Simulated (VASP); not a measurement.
Na: single point with RPBE

Na:

```
CELL_PARAMETERS angstrom
3.48898 0.00000 0.00000
0.00000 3.48898 0.00000
0.00000 0.00000 3.48898
ATOMIC_POSITIONS crystal
Na 0.00000 0.00000 0.00000
```

| Quantity | Value |
| --- | --- |
| Program | VASP 6.6.1 |
| Task | single point |
| Functional | RPBE |
| Potentials or basis | VASP PAW PBE potentials, release 64 (Na_pv) |
| Cutoff | 520 eV |
| k mesh | 15 × 15 × 15 |
| Occupations | fermi-dirac, width 0.1 eV |
| Spin | no spin polarisation |

* Pressure: 0.0 GPa

Levels at points of the mesh, in eV from the Fermi level:
| k point | band 1 | band 2 | band 3 | band 4 | band 5 | band 6 | band 7 | band 8 | band 9 |
| --- | --- | --- | --- | --- | --- | --- | --- | --- | --- |
| (0.00, 0.00, 0.00) | -25.16 | -25.16 | -25.16 | -3.00 | 7.94 | 7.94 | 9.10 | 9.10 | 9.10 |

It took 30 s on 1 thread of Intel(R) Xeon(R) Platinum 8488C (Sapphire Rapids), with other jobs on the host, peak memory 0.17 GiB.

Caveat: the PAW data sets were made with another functional, which shifts forces and pressure a little.
